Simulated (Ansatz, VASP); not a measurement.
## CaPtS3 in VASP and in Ansatz

Contents of INCAR:

```
PREC = Accurate
ENCUT = 520
EDIFF = 1E-7
ISMEAR = 0
SIGMA = 0.1
LREAL = False
LASPH = True
NELM = 80
ALGO = Normal
ISIF = 2
LWAVE = False
LCHARG = False
GGA = PE
NBANDS = 27
```

Contents of KPOINTS:

```
regular mesh
0
Gamma
  4 4 4
```

Contents of POSCAR:

```
CaPtS3
1.0
    4.6841072600      0.0000000000      0.0000000000
    0.0000000000      4.6841072600      0.0000000000
    0.0000000000      0.0000000000      4.6841072600
Ca Pt S
1 1 3
Direct
    0.5000000000      0.5000000000      0.4844832700
    0.0000000000      0.0000000000      0.9844832700
    0.0000000000      0.5000000000      0.0000000000
    0.5000000000      0.0000000000      0.0000000000
    0.0000000000      0.0000000000      0.5000000000
```

Input for Ansatz:

```yaml
crystal:
  lattice:
    - [4.68410726, 0.0, 0.0]
    - [0.0, 4.68410726, 0.0]
    - [0.0, 0.0, 4.68410726]
  atoms:
    - { symbol: Ca, position: [0.5, 0.5, 0.48448327] }
    - { symbol: Pt, position: [0.0, 0.0, 0.98448327] }
    - { symbol: S, position: [0.0, 0.5, 0.0] }
    - { symbol: S, position: [0.5, 0.0, 0.0] }
    - { symbol: S, position: [0.0, 0.0, 0.5] }
basis:
  ecutwfc: 420
kpoints:
  mp_grid: { grid: [4, 4, 4] }
hamiltonian:
  xc: pbe
scf:
  occupations: { method: gaussian, width: 0.1 }
  lower_state_search: "off"
output:
  forces: true
  stress: true
  eigenvalues: true
```

Alike in both runs: task single point; functional PBE; k mesh 4 × 4 × 4; occupations gaussian, width 0.1 eV; no spin polarisation.

```csv
,VASP,Ansatz
version,VASP 6.6.1,Ansatz 0.2.0
potentials or method,"VASP PAW PBE potentials, release 64 (Ca_sv, Pt, S), cutoff 520 eV","scalar-relativistic, plane waves, PAW"
valence electrons in the cell,38,46
```

Ansatz gave:

```
gap on the k mesh at the Fermi level (eV)                     : none
pressure (GPa)                                                : 5.2
traceless stress, the component that is largest in VASP (GPa) : 0.32
rms of the force components (eV/Å)                            : 0.312
```

Q: Estimate VASP's values.

A: gap on the k mesh at the Fermi level (eV): none; pressure (GPa): 5.1; traceless stress, the component that is largest in VASP (GPa): 0.33; rms of the force components (eV/Å): 0.309.

Atom by atom the forces differ by 0.003 eV/Å (rms over components). A gap of «none» marks a metal or a gap that the smearing closes. VASP's potentials hold 38 valence electrons a cell and Ansatz's 46, so a difference there can come from the potentials and not from the codes.

Neither program's run includes spin-orbit coupling.
